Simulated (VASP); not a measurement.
The system is Nb4Al2F.

```
Al Nb F
1.0
     2.86218    0.00000    0.00000
    -1.43109    2.47872    0.00000
     0.00000    0.00000   16.02507
Al Nb F
2 4 1
Direct
  0.00000 0.00000 0.26685
  0.00000 0.00000 0.73315
  0.33333 0.66667 0.12125
  0.66667 0.33333 0.87875
  0.33333 0.66667 0.58235
  0.66667 0.33333 0.41765
  0.00000 0.00000 0.00000
```

This cell differs from its parent crystal: with an interstitial atom.

```yaml
Program: VASP 6.6.1
Task: relaxation of cell and atoms
Functional: PBE
Potentials_or_basis: VASP PAW PBE potentials, release 64 (Al, Nb_sv, F)
Cutoff: 600 eV
k_mesh: 12 × 12 × 2
Occupations: gaussian, width 0.1 eV
Spin: no spin polarisation
```

At the start: pressure 0.7 GPa; volume 16.24 Å³/atom.

Q: How do energy, volume and symmetry change on relaxing?

A: Over 7 steps the energy falls by 2.3 meV/atom and the volume is 16.32 Å³/atom (+0.5 %); space group P-3m1 (No. 164, to 0.1 Å) before and after.

The path:
```
step  energy change (eV)  largest force (eV/Å)  pressure (GPa)  volume (Å³)
   1              0.0000                0.1609            0.67       113.69
   2             -0.0147                0.0233           -0.73       114.80
   3             -0.0153                0.0477           -0.50       114.61
   4             -0.0157                0.0157            0.41       113.89
   5             -0.0163                0.0138            0.02       114.20
   6             -0.0163                0.0144            0.01       114.21
   7             -0.0163                0.0065            0.00       114.22
```

Final structure:
```
Al Nb F
1.0
     2.88084    0.00000    0.00000
    -1.44042    2.49488    0.00000
     0.00000    0.00000   15.89156
Al Nb F
2 4 1
Direct
  0.00000 0.00000 0.26637
  0.00000 0.00000 0.73363
  0.33333 0.66667 0.12164
  0.66667 0.33333 0.87836
  0.33333 0.66667 0.58181
  0.66667 0.33333 0.41819
  0.00000 0.00000 0.00000
```

Caveat: the cell differs from its parent crystal (with an interstitial atom); an odd number of electrons without spin polarisation forces a metal; a magnetic or distorted state may lie lower.
